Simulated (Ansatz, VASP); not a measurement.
One calculation of Si2Ni, two programs

```
Si Ni
1.0
     0.00000    2.63806    2.63806
     2.63806    0.00000    2.63806
     2.63806    2.63806    0.00000
Si Ni
2 1
Direct
  0.25000 0.25000 0.25000
  0.75000 0.75000 0.75000
  0.00000 0.00000 0.00000
```

Alike in both runs: task single point; functional r2SCAN; k mesh 14 × 14 × 14; occupations gaussian, width 0.1 eV; no spin polarisation.

```csv
,VASP,Ansatz
version,VASP 6.6.1,Ansatz 0.2.0
potentials or method,"VASP PAW PBE potentials, release 64 (Si, Ni), cutoff 520 eV","scalar-relativistic, plane waves, PAW"
valence electrons in the cell,18,26
```

VASP gave:

| Property | Result |
| --- | --- |
| gap on the k mesh at the Fermi level (eV) | none |
| pressure (GPa) | 11.4 |

Q: What did Ansatz give for the same quantities?

A: gap on the k mesh at the Fermi level (eV): none; pressure (GPa): 11.6.

VASP's potentials were made for PBE, not for r2SCAN. A gap of «none» marks a metal or a gap that the smearing closes. VASP's potentials hold 18 valence electrons a cell and Ansatz's 26, so a difference there can come from the potentials and not from the codes.
